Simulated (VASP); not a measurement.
TaN, 2 atoms in the cell. The structure is tetragonal, space group I4mm (No. 107). The conventional cell has a = 3.100 Å, b = 3.100 Å, c = 4.384 Å, α = 90.00°, β = 90.00°, γ = 90.00°. Ta (site symmetry 4mm) has 6 N at 2.13 to 2.26 Å within 2.8 Å. N (site symmetry 4mm) has 6 Ta at 2.13 to 2.26 Å within 2.8 Å. 

```yaml
Program: VASP 6.6.1
Task: single point
Functional: LDA
Potentials_or_basis: VASP PAW LDA potentials, release 64 (Ta_pv, N)
Cutoff: 520 eV
k_mesh: 18 × 18 × 18
Occupations: gaussian, width 0.15 eV
Spin: no spin polarisation
Dipole_correction: no
Further_INCAR_settings: ALGO = Normal; EDIFF = 1e-07; NBANDS = 15
```

Potentials or basis: VASP PAW LDA potentials, release 64 (Ta_pv, N).

Launch:

```bash
$ cat potpaw_LDA.64/Ta_pv/POTCAR potpaw_LDA.64/N/POTCAR > POTCAR
$ mpirun -np 1 vasp_std > vasp.out
```

Hardware: 1 thread of Intel(R) Xeon(R) 6975P-C (Granite Rapids), with other jobs on the host.

**Question.** Estimate the wall time of this run.

**Answer.** It took 37 s on 1 thread of Intel(R) Xeon(R) 6975P-C (Granite Rapids) (shared host), peak memory 0.26 GiB. Counts: scf iterations 13, k points 480.
